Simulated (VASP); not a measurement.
# Ti (I4/mmm) in VASP: notebook

Ti is run at these levels: PBEsol; tasks: single point.

All numbers are computed with VASP 6.6.1; they aren't measurements. Logs are shortened: lines on timing, memory, paths and dates and some standing lists are left out, and cuts for length are marked.

## Step 1: The cell of the first run

The structure is tetragonal, space group I4/mmm (No. 139). The conventional cell has a = 3.282 Å, b = 3.282 Å, c = 2.913 Å, α = 90.00°, β = 90.00°, γ = 90.00°. Within 3.6 Å of Ti (site symmetry 4/mmm) lie 14 Ti at 2.74 to 3.28 Å.

## Step 2: Single point, PBEsol (strain -0.1125 x Voigt [0, 1, 0, 0, 0, 0])

Input file INCAR:

```
SYSTEM = Ti
  ALGO = Normal
  EDIFF = 1E-7
  ENCUT = 520
  GGA = PS
  ISIF = 2
  ISMEAR = 0
  LASPH = .TRUE.
  LCHARG = .FALSE.
  LREAL = .FALSE.
  LWAVE = .FALSE.
  NBANDS = 12
  NELM = 60
  PREC = Accurate
  SIGMA = 0.15
```

Input file KPOINTS:

```
k-points
0
G
  20 20 20
  0 0 0
```

Input file POSCAR:

```
Ti
1.0
   -1.6410000000      1.4563875000      1.6410000000
    1.6410000000     -1.4563875000      1.6410000000
    1.6410000000      1.4563875000     -1.6410000000
Ti
1
Direct
    0.0000000000      0.0000000000      0.0000000000
```

Potentials or basis: VASP PAW PBE potentials, release 64 (Ti_sv).

Command:

```
$ cat potpaw_PBE.64/Ti_sv/POTCAR > POTCAR
$ mpirun -np 1 vasp_std > vasp.out
```

OUTCAR:

```text
SYSTEM = Ti
   EDIFF = 1E-7
   ENCUT = 520
   GGA = PS
   ISIF = 2
   ISMEAR = 0
   LASPH = .TRUE.
   LREAL = .FALSE.
   NELM = 60
   PREC = Accurate

 ion  position               nearest neighbor table
   1  0.000  0.000  0.000-

  LATTYP: Found a body centered tetragonal cell.
 ALAT       =     3.2820000000
 C/A-ratio  =     0.8875000000

  Lattice vectors:

 A1 = (  -1.6410000000,  -1.4563875000,   1.6410000000)
 A2 = (   1.6410000000,  -1.4563875000,  -1.6410000000)
 A3 = (   1.6410000000,   1.4563875000,   1.6410000000)

Analysis of symmetry for initial positions (statically):
=====================================================================
 Subroutine PRICEL returns:
 Original cell was already a primitive cell.

 Routine SETGRP: Setting up the symmetry group for a
 body centered tetragonal supercell.

 Subroutine GETGRP returns: Found 16 space group operations
 (whereof 16 operations were pure point group operations)
 out of a pool of 16 trial point group operations.

The static configuration has the point symmetry D_4h.

Analysis of symmetry for dynamics (positions and initial velocities):
=====================================================================
 Subroutine PRICEL returns:
 Original cell was already a primitive cell.

 Routine SETGRP: Setting up the symmetry group for a
 body centered tetragonal supercell.

 Subroutine GETGRP returns: Found 16 space group operations
 (whereof 16 operations were pure point group operations)
 out of a pool of 16 trial point group operations.

The dynamic configuration has the point symmetry D_4h.

 Subroutine INISYM returns: Found 16 space group operations
 (whereof 16 operations are pure point group operations),
 and found     1 'primitive' translations

----------------------------------------------------------------------------------------

                                     Primitive cell

  volume of cell :      15.6875

  direct lattice vectors                    reciprocal lattice vectors
    -1.641000000  1.456387500  1.641000000     0.000000000  0.343315223  0.304692261
     1.641000000 -1.456387500  1.641000000     0.304692261  0.000000000  0.304692261
     1.641000000  1.456387500 -1.641000000     0.304692261  0.343315223  0.000000000

  length of vectors
     2.739858856  2.739858856  2.739858856     0.459023656  0.430899928  0.459023656

  position of ions in fractional coordinates (direct lattice)
     0.000000000  0.000000000  0.000000000

  ion indices of the primitive-cell ions
   primitive index   ion index
                 1           1

----------------------------------------------------------------------------------------

 KPOINTS: k-points

Automatic generation of k-mesh.
 Grid dimensions read from file:
 generate k-points for:   20   20   20

 Generating k-lattice:

  Cartesian coordinates                     Fractional coordinates (reciprocal lattice)
     0.000000000  0.017165761  0.015234613     0.050000000  0.000000000  0.000000000
     0.015234613  0.000000000  0.015234613     0.000000000  0.050000000  0.000000000
     0.015234613  0.017165761  0.000000000     0.000000000  0.000000000  0.050000000

  Length of vectors
     0.022951183  0.021544996  0.022951183

  Shift w.r.t. Gamma in fractional coordinates (k-lattice)
     0.000000000  0.000000000  0.000000000

 Subroutine IBZKPT returns following result:
 ===========================================

 Found    641 irreducible k-points:

 Following reciprocal coordinates:
            Coordinates               Weight
  0.000000  0.000000  0.000000      1.000000
  0.050000 -0.000000  0.000000      8.000000
  0.100000  0.000000  0.000000      8.000000
  0.150000  0.000000  0.000000      8.000000
  0.200000  0.000000  0.000000      8.000000
  0.250000  0.000000  0.000000      8.000000
[... 16 lines left out ...]
 -0.450000  0.050000 -0.000000     16.000000
 -0.400000  0.050000  0.000000     16.000000
 [... further k-points ...]
   k-points           NKPTS =    641   k-points in BZ     NKDIM =    641   number of bands    NBANDS=     12
   number of dos      NEDOS =    301   number of ions     NIONS =      1
   total plane-waves  NPLWV =   8000
   dimension x,y,z NGX =    20 NGY =   20 NGZ =   20
   dimension x,y,z NGXF=    40 NGYF=   40 NGZF=   40
   ions per type =               1
   NGX,Y,Z   is equivalent  to a cutoff of  12.14, 12.14, 12.14 a.u.
   NGXF,Y,Z  is equivalent  to a cutoff of  24.27, 24.27, 24.27 a.u.
 SYSTEM =  Ti
   PREC   = accura    normal or accurate (medium, high low for compatibility)
   ISTART =      0    job   : 0-new  1-cont  2-samecut
   ICHARG =      2    charge: 1-file 2-atom 10-const
   ISPIN  =      1    spin polarized calculation?
   LNONCOLLINEAR =      F non collinear calculations
   LSORBIT =      F    spin-orbit coupling
   LASPH  =      T    aspherical Exc in radial PAW
   ENCUT  =  520.0 eV  38.22 Ry    6.18 a.u.   5.09  5.09  5.09*2*pi/ulx,y,z
   NELM   =     60;   NELMIN=  2; NELMDL= -5     # of ELM steps
   EDIFF  = 0.1E-06   stopping-criterion for ELM
   LREAL  =      F    real-space projection
   EDIFFG = 0.1E-05   stopping-criterion for IOM
   NSW    =      0    number of steps for IOM
   IBRION =     -1    ionic relax: 0-MD 1-quasi-New 2-CG
   NFREE  =      0    steps in history (QN), initial steepest desc. (CG)
   ISIF   =      2    stress and relaxation
   ISYM   =      2    0-nonsym 1-usesym 2-fastsym
   POTIM  = 0.5000    time-step for ionic-motion
   TEBEG  =    0.0;   TEEND  =   0.0 temperature during run
   PSTRESS=    0.0 pullay stress
   NELECT =      12.0000    total number of electrons
   NUPDOWN=      -1.0000    fix difference up-down
   EMIN   =  10.00;   EMAX   =-10.00  energy-range for DOS
   EFERMI =   0.00;   METHOD = LEGACY
   ISMEAR =     0;   SIGMA  =   0.15  broadening in eV -4-tet -1-fermi 0-gaus
   EFERMI_NEDOS =   21; number of points for ismear=-14 and -15
   IALGO  =     38    algorithm
   IMIX   =      4    mixing-type and parameters
     AMIX     =   0.40;   BMIX     =  1.00
     AMIX_MAG =   1.60;   BMIX_MAG =  1.00
  volume/ion in A,a.u.               =      15.69       105.86
  Fermi-wavevector in a.u.,A,eV,Ry     =   1.497214  2.829324 30.499497  2.241650
  Thomas-Fermi vector in A             =   2.609131
   LORBIT       =      0    0 simple, 1 ext, 2 COOP (PROOUT), +10 PAW based schemes
   GGA     = PS    functional components
   LHFCALC =     F    Hartree Fock is set to
   AEXX    =    0.0000 exact exchange contribution
   IVDW    =     0    specifies the selected vdW correction
   LEPSILON=     F    determine dielectric tensor
   LRPA    =     F    only Hartree local field effects (RPA)
 non-spin polarized calculation
 Gauss-broadening in eV      SIGMA  =   0.15
  energy-cutoff  :      520.00
  volume of cell :       15.69
 maximum number of plane-waves:       438
   NGX = 11   NGY = 11   NGZ = 11

 number of electron      12.0000000 magnetization

 Free energy of the ion-electron system (eV)
  ---------------------------------------------------
  ext. energy  EPLUGINS =         0.00000000
  ---------------------------------------------------
  free energy    TOTEN  =        -8.24419339 eV

  energy without entropy =       -8.22308029  energy(sigma->0) =       -8.23363684

 E-fermi :   9.0931     XC(G=0): -12.1252

 val. band max:        9.0924737812   @ k =  -0.4000   0.4000   0.1500
 cond. band min:       9.0932441876   @ k =   0.3000  -0.2500   0.2000
 fundamental gap:      0.0007704064
 Fermi energy:         9.0930943090

 k-point     1 :       0.0000    0.0000    0.0000
  band No.  band energies     occupation
      1     -47.0693      2.00000
      2     -22.8802      2.00000
      3     -22.8802      2.00000
      4     -22.8626      2.00000
      5       2.8992      2.00000
      6       9.4962      0.00014
      7      10.5440      0.00000
      8      10.5440      0.00000
      9      11.3945      0.00000
     10      12.6193      0.00000
     11      26.4936      0.00000
     12      26.4936      0.00000

 k-point     2 :       0.0500   -0.0000    0.0000
  band No.  band energies     occupation
      1     -47.0641      2.00000
      2     -22.8976      2.00000
      3     -22.8878      2.00000
      4     -22.8715      2.00000
      5       2.9990      2.00000
      6       9.5172      0.00006
      7      10.5171      0.00000
      8      10.5389      0.00000
      9      11.4071      0.00000
     10      12.5704      0.00000
     11      26.5256      0.00000
     12      26.6070      0.00000

 k-point     3 :       0.1000    0.0000    0.0000
  band No.  band energies     occupation
      1     -47.0490      2.00000
      2     -22.9663      2.00000
      3     -22.9096      2.00000
      4     -22.8786      2.00000
      5       3.2914      2.00000
      6       9.5351      0.00003
      7      10.4151      0.00000
      8      10.5748      0.00000
      9      11.4633      0.00000
     10      12.4493      0.00000
     11      26.5638      0.00000
     12      26.9287      0.00000
[... 286 lines left out ...]
 k-point    23 :      -0.4500    0.0500   -0.0000
  band No.  band energies     occupation
      1     -46.8636      2.00000
      2     -23.7725      2.00000
      3     -23.1690      2.00000
      4     -22.9467      2.00000
      5       6.3586      2.00000
      6       8.2743      2.00000
      7      10.3500      0.00000
      8      12.0690      0.00000
      9      13.0890      0.00000
     10      13.6624      0.00000
     11      20.0346      0.00000
     12      23.1270      0.00000

 k-point    24 :      -0.4000    0.0500    0.0000
  band No.  band energies     occupation
      1     -46.8829      2.00000
      2     -23.6943      2.00000
      3     -23.1400      2.00000
      4     -22.9419      2.00000
      5       6.2530      2.00000
      6       8.4153      2.00000
      7       9.8857      0.00000
      8      12.0222      0.00000
      9      12.9090      0.00000
     10      13.1845      0.00000
     11      21.1040      0.00000
     12      23.6595      0.00000

 [... further k-points ...]
[... 5 lines left out ...]
  --------------------------------------------------------------------------------------
  -------------------------------------------------------------------------------------
  Total        0.6774529      0.4896526      0.6774529     -0.0000000      0.0000000      0.0000000
  in kB       69.1887654     50.0085882     69.1887654     -0.0000000      0.0000000      0.0000000
  external PRESSURE =      62.7953730 kB  Pullay stress =       0.0000000 kB

 VOLUME and BASIS-vectors are now :
 -----------------------------------------------------------------------------
  energy-cutoff  :      520.00
  volume of cell :       15.69
      direct lattice vectors                 reciprocal lattice vectors
    -1.641000000  1.456387500  1.641000000     0.000000000  0.343315223  0.304692261
     1.641000000 -1.456387500  1.641000000     0.304692261  0.000000000  0.304692261
     1.641000000  1.456387500 -1.641000000     0.304692261  0.343315223  0.000000000

 POSITION                                       TOTAL-FORCE (eV/Angst)
 -----------------------------------------------------------------------------------
      0.00000      0.00000      0.00000         0.000000     -0.000000     -0.000000
 -----------------------------------------------------------------------------------
    total drift:                                0.000000     -0.000000      0.000000

  FREE ENERGIE OF THE ION-ELECTRON SYSTEM (eV)
  ---------------------------------------------------
  free  energy   TOTEN  =        -8.2441933924 eV

  energy  without entropy=       -8.2230802920  energy(sigma->0) =       -8.23363684
```

Wall time 37 s (1 thread of Intel Xeon 6975P-C (Granite Rapids), shared host); peak memory 0.22 GiB.

What came out:

```yaml
Free_energy: -8.2442 eV
Pressure: 6.3 GPa
Band_gap_on_the_k_mesh: zero (band 6 reaches 10.00 eV, above the bottom of band 7 at 8.49 eV)
```

Stress tensor (GPa, compression positive):
```
6.92 0.00 0.00
0.00 5.00 0.00
0.00 0.00 6.92
```

Levels at points of the mesh, in eV from the Fermi level:
| k point | band 2 | band 3 | band 4 | band 5 | band 6 | band 7 | band 8 | band 9 | band 10 | band 11 |
| --- | --- | --- | --- | --- | --- | --- | --- | --- | --- | --- |
| (0.00, 0.00, 0.00) | -31.97 | -31.97 | -31.96 | -6.19 | 0.40 | 1.45 | 1.45 | 2.30 | 3.53 | 17.40 |
| (0.50, 0.00, 0.00) | -32.92 | -32.27 | -32.03 | -2.77 | -0.91 | 1.83 | 2.97 | 4.02 | 4.78 | 10.28 |
| (0.00, 0.50, 0.00) | -32.92 | -32.18 | -31.94 | -2.73 | 0.29 | 0.89 | 2.22 | 3.11 | 4.71 | 9.32 |
| (0.50, 0.50, 0.50) | -32.66 | -32.66 | -32.44 | -2.68 | -2.34 | 4.34 | 4.34 | 4.58 | 8.04 | 8.04 |

Caveat: the cell differs from its parent crystal (strain -0.1125 x Voigt [0, 1, 0, 0, 0, 0]); the PAW data sets were made with another functional, which shifts forces and pressure a little.

## Step 3: Single point, PBEsol (strain -0.0750 x Voigt [0, 1, 0, 0, 0, 0])

Input file INCAR:

```
PREC = Accurate ; ENCUT = 520
EDIFF = 1E-6 ; ISMEAR = 0
SIGMA = 0.15 ; LREAL = F
LASPH = T ; NELM = 100
ALGO = Fast ; ISIF = 2
LWAVE = F ; LCHARG = T
GGA = PS ; LELF = T
LVHAR = T ; NBANDS = 12
```

Input file KPOINTS:

```
Automatic mesh
0
Gamma
  20 20 20
```

Input file POSCAR:

```
Ti
1.0
   -1.6410000000      1.5179250000      1.6410000000
    1.6410000000     -1.5179250000      1.6410000000
    1.6410000000      1.5179250000     -1.6410000000
Ti
1
Direct
    0.0000000000      0.0000000000      0.0000000000
```

Potentials or basis: VASP PAW PBE potentials, release 64 (Ti_sv).

Command:

```
$ cat potpaw_PBE.64/Ti_sv/POTCAR > POTCAR
$ mpirun -np 1 vasp_std > vasp.out
```

It took 69 s on 1 thread of Intel Xeon 6975P-C (Granite Rapids), shared host; peak memory 0.24 GiB.

Results (log left out):

- Free energy: -8.2531 eV
- Pressure: 1.2 GPa
- Band gap on the k mesh: zero (band 6 reaches 9.55 eV, above the bottom of band 7 at 7.98 eV)

Stress tensor (GPa, compression positive):
```
 1.97  0.00  0.00
 0.00 -0.43  0.00
 0.00  0.00  1.97
```

Levels at points of the mesh, in eV from the Fermi level:
```csv
k point,band 4,band 5,band 6,band 7,band 8,band 9
"(0.00, 0.00, 0.00)",-32.08,-6.10,0.62,1.25,1.25,2.50
"(0.50, 0.00, 0.00)",-32.12,-2.64,-0.72,1.54,2.92,3.62
"(0.00, 0.50, 0.00)",-32.06,-2.62,0.02,0.96,2.43,3.10
"(0.50, 0.50, 0.50)",-32.56,-2.44,-2.23,4.17,4.17,4.32
```

Caveat: the cell differs from its parent crystal (strain -0.0750 x Voigt [0, 1, 0, 0, 0, 0]); the PAW data sets were made with another functional, which shifts forces and pressure a little.
